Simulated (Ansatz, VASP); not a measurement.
## Two plane-wave programs on Pt

Contents of INCAR:

```
PREC = Accurate
ENCUT = 600
EDIFF = 1E-6
ISMEAR = 0
SIGMA = 0.1
LREAL = False
LASPH = True
NELM = 100
ALGO = Normal
ISIF = 3
LWAVE = False
LCHARG = False
GGA = PS
IBRION = 2
NSW = 100
EDIFFG = -0.005
```

File KPOINTS:

```
Automatic mesh
0
Gamma
  18 18 18
```

Contents of POSCAR:

```
Pt
1.0
    0.0000000000      1.9715751809      1.9715751809
    1.9715751809      0.0000000000      1.9715751809
    1.9715751809      1.9715751809      0.0000000000
Pt
1
Direct
    0.0000000000      0.0000000000      0.0000000000
```

Input for Ansatz:

```yaml
crystal:
  lattice:
    - [0.0, 1.9715751809, 1.9715751809]
    - [1.9715751809, 0.0, 1.9715751809]
    - [1.9715751809, 1.9715751809, 0.0]
  atoms:
    - { symbol: Pt, position: [0.0, 0.0, 0.0] }
basis:
  ecutwfc: 420
kpoints:
  mp_grid: { grid: [18, 18, 18] }
hamiltonian:
  xc: pbesol
scf:
  occupations: { method: gaussian, width: 0.1 }
output:
  forces: true
  stress: true
  eigenvalues: true
relax:
  adjacent_minimum: "off"
  f_tol: 0.005
  max_steps: 80
  cell: { stress_tol: 0.05 }
```

Alike in both runs: task relaxation of cell and atoms; functional PBEsol; k mesh 18 × 18 × 18; occupations gaussian, width 0.1 eV; no spin polarisation.

|  | VASP | Ansatz |
| --- | --- | --- |
| version | VASP 6.6.1 | Ansatz 0.2.0 |
| potentials or method | VASP PAW PBE potentials, release 64 (Pt), cutoff 600 eV | scalar-relativistic, plane waves, PAW |
| valence electrons in the cell | 10 | 18 |

VASP gave:

| Quantity | Value |
| --- | --- |
| gap on the k mesh at the Fermi level, each at its own relaxed structure (eV) | none |
| relaxed volume (Å³/atom) | 15.02 |
| relaxed length of the cell vector where the two differ most in proportion (Å) | 2.769 |

Q: Which values does Ansatz return?

A: gap on the k mesh at the Fermi level, each at its own relaxed structure (eV): none; relaxed volume (Å³/atom): 15.04; relaxed length of the cell vector where the two differ most in proportion (Å): 2.770.

VASP's potentials were made for PBE, not for PBEsol. A gap of «none» marks a metal or a gap that the smearing closes. VASP's potentials hold 10 valence electrons a cell and Ansatz's 18, so a difference there can come from the potentials and not from the codes.

Spin-orbit coupling is off throughout.
